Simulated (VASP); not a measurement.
A run of VASP 6.6.1 is set up as follows.

Contents of INCAR:

```
SYSTEM = LiB108N108
PREC = Accurate
ENCUT = 520
EDIFF = 1E-7
ISMEAR = -1
SIGMA = 0.01
LREAL = Auto
LASPH = .True.
NELM = 80
ALGO = Normal
ISIF = 2
LWAVE = .False.
LCHARG = .False.
GGA = PE
NBANDS = 548
NELECT = 866.0
LUSENCCL = .False.
```

Contents of KPOINTS:

```
regular mesh
0
Gamma
  1 1 1
  0 0 0
```

POSCAR

```
LiB108N108
1.0
   11.1975469300      6.4649067300      0.0000000000
  -11.1975469300      6.4649067300      0.0000000000
    0.0000000000      0.0000000000     12.9909657500
B N Li
108 108 1
Direct
   -0.0000354174      0.2211290944      0.1260087996
    0.1110435070      0.1099451414      0.1255825034
    0.2223386110     -0.0009841414      0.1263344105
    0.0003403500      0.1123823899      0.3747772948
    0.1113773350      0.0011885581      0.3741490890
    0.2224179396      0.2232123100      0.3760968271
[... 209 lines left out ...]
    0.8887723930      0.8891542624      0.6262077167
    0.5130643358      0.6011071907      0.2479024317
```

Potentials or basis: VASP PAW PBE potentials, release 64 (B, N, Li_sv).

The run is started by

```sh
$ cat potpaw_PBE.64/B/POTCAR potpaw_PBE.64/N/POTCAR potpaw_PBE.64/Li_sv/POTCAR > POTCAR
$ mpirun -np 1 vasp_gam > vasp.out
```

Task: What does it give for the largest force?

Result: 0.516 eV/Å.

Caveat: the k points lie up to 0.56 Å⁻¹ apart; the cell carries a net charge on a neutralising background, which shifts energy and pressure.
